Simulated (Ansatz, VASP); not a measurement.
## One calculation of HfN, two programs

```
Hf N
1.0
     0.00000    2.25600    2.25600
     2.25600    0.00000    2.25600
     2.25600    2.25600    0.00000
Hf N
1 1
Direct
  0.00000 0.00000 0.00000
  0.50000 0.50000 0.50000
```

Alike in both runs: task single point; functional PBE; k mesh 10 × 10 × 10; occupations gaussian, width 0.018 eV; no spin polarisation.

|  | VASP | Ansatz |
| --- | --- | --- |
| version | VASP 6.6.1 | Ansatz 0.2.0 |
| potentials or method | VASP PAW PBE potentials, release 64 (Hf_pv, N) | Ansatz PAW |
| plane-wave cutoff (eV) | 600 | 420 |
| valence electrons in the cell | 15 | 31 |

VASP gave:

```
gap on the k mesh at the Fermi level (eV) : none
pressure (GPa)                            : 4.1
```

Task: Which values does Ansatz return?

Result: gap on the k mesh at the Fermi level (eV): none; pressure (GPa): 6.6.

A gap of «none» marks a metal or a gap that the smearing closes. VASP's potentials hold 15 valence electrons a cell and Ansatz's 31, so a difference there can come from the potentials and not from the codes.

Neither program's run includes spin-orbit coupling.
